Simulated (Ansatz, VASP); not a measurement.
# One calculation of PbS, two programs

```
Pb S
1.0
     0.00000    2.96500    2.96500
     2.96500    0.00000    2.96500
     2.96500    2.96500    0.00000
Pb S
1 1
Direct
  0.00000 0.00000 0.00298
  0.50000 0.50000 0.50000
```

Change from the starting cell: all Pb atoms moved +0.013 Å, as atom 1 along Cartesian [1 1 0].

Alike in both runs: task single point; functional PBE; k mesh 10 × 10 × 10; occupations gaussian, width 0.03 eV; no spin polarisation.

|  | VASP | Ansatz |
| --- | --- | --- |
| version | VASP 6.6.1 | Ansatz 0.2.0 |
| potentials or method | VASP PAW PBE potentials, release 64 (Pb_d, S), cutoff 520 eV | scalar-relativistic, plane waves, PAW |
| valence electrons in the cell | 20 | 20 |

|  | VASP | Ansatz | Ansatz less VASP |
| --- | --- | --- | --- |
| gap on the k mesh at the Fermi level (eV) | 0.36 | 0.35 | -0.007 |
| least direct gap on the mesh (eV) | 0.36 | 0.35 | -0.007 |
| pressure (GPa) | 2.2 | 2.3 | +0.09 |
| rms of the force components (eV/Å) | 0.004 | 0.004 | -0.0001 |

Atom by atom the forces differ by 0.000 eV/Å (rms over components).

Neither program's run includes spin-orbit coupling.
